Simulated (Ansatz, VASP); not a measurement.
## H2CI2 in VASP and in Ansatz

```xyz
5
Lattice="0.0000 6.4560 2.3465 3.5909 0.0000 2.3465 3.5909 6.4560 0.0000" Properties=species:S:1:pos:R:3 pbc="T T T"
H     4.3983    6.4560    4.0651
H     2.7836    6.4560    4.0651
C     3.5909    6.4560    4.6720
I     3.5909    8.2225    1.1453
I     3.5909    4.6895    1.1453
```

Alike in both runs: task single point; functional RPBE; k mesh 6 × 6 × 6; no spin polarisation.

```csv
,VASP,Ansatz
version,VASP 6.6.1,Ansatz 0.2.0
potentials or method,"VASP PAW PBE potentials, release 64 (H, C, I), cutoff 520 eV","plane waves, PAW"
occupations,"methfessel-paxton of order 1, width 0.1 eV",methfessel-paxton of order 1
valence electrons in the cell,20,40
```

Ansatz gave:

```
pressure (GPa)                                                : 7.0
traceless stress, the component that is largest in VASP (GPa) : 3.03
```

Question: What did VASP give for the same quantities?

Answer: Pressure (GPa): 6.9; traceless stress, the component that is largest in VASP (GPa): 3.08.

VASP's potentials were made for PBE, not for RPBE. VASP's potentials hold 20 valence electrons a cell and Ansatz's 40, so a difference there can come from the potentials and not from the codes.

Neither program's run includes spin-orbit coupling.
